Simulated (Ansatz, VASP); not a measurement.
**Two plane-wave programs on HfZrS4**

```xyz
6
Lattice="3.6687 0.0000 0.0000 -1.8343 3.1772 0.0000 0.0000 0.0000 13.0837" Properties=species:S:1:pos:R:3 pbc="T T T"
Zr    0.0000    0.0000    0.0000
Hf    0.0000    0.0000    6.5418
S     1.8343    1.0591    5.1053
S     1.8343    1.0591   11.6301
S     0.0000    2.1181    1.4536
S     0.0000    2.1181    7.9784
```

Alike in both runs: functional PBE; k mesh 6 × 6 × 2; occupations gaussian, width 0.1 eV; no spin polarisation.

Ansatz relaxed the structure, and its values are those at the end. VASP's run is a single point on that final structure, the one shown.

|  | VASP | Ansatz |
| --- | --- | --- |
| version | VASP 6.6.1 | Ansatz 0.2.0 |
| potentials or method | VASP PAW PBE potentials, release 64 (Zr_sv, Hf_pv, S), cutoff 520 eV | scalar-relativistic, plane waves, PAW |
| valence electrons in the cell | 46 | 62 |

Ansatz gave:

| Property | Result |
| --- | --- |
| gap on the k mesh at the Fermi level (eV) | 1.12 |
| least direct gap on the mesh (eV) | 1.67 |
| pressure (GPa) | 0.2 |
| rms of the force components (eV/Å) | 0.006 |

**Question.** What did VASP give for the same quantities?

**Answer.** gap on the k mesh at the Fermi level (eV): 1.12; least direct gap on the mesh (eV): 1.68; pressure (GPa): -0.1; rms of the force components (eV/Å): 0.019.

VASP's potentials hold 46 valence electrons a cell and Ansatz's 62, so a difference there can come from the potentials and not from the codes.

Spin-orbit coupling is off throughout.
